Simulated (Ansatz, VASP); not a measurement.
**K: VASP beside Ansatz**

```xyz
1
Lattice="10.6407 0.0000 0.0000 0.0000 10.6407 0.0000 0.0000 0.0000 3.8805" Properties=species:S:1:pos:R:3 pbc="T T T"
K     0.0000    0.0000    0.0000
```

Alike in both runs: task single point; functional LDA; k mesh 6 × 6 × 12; occupations gaussian, width 0.15 eV; no spin polarisation.

|  | VASP | Ansatz |
| --- | --- | --- |
| version | VASP 6.6.1 | Ansatz 0.2.0 |
| potentials or method | VASP PAW LDA potentials, release 64 (K_sv), cutoff 520 eV | scalar-relativistic, plane waves, PAW |
| valence electrons in the cell | 9 | 9 |

```csv
,VASP,Ansatz,Ansatz less VASP
gap on the k mesh at the Fermi level (eV),none,none,-
pressure (GPa),0.0,0.0,0.00
"traceless stress, the component that is largest in VASP (GPa)",0.07,0.07,0.000
```

LDA's correlation is that of Perdew and Zunger in VASP and of Perdew and Wang (1992) in Ansatz. A gap of «none» marks a metal or a gap that the smearing closes.
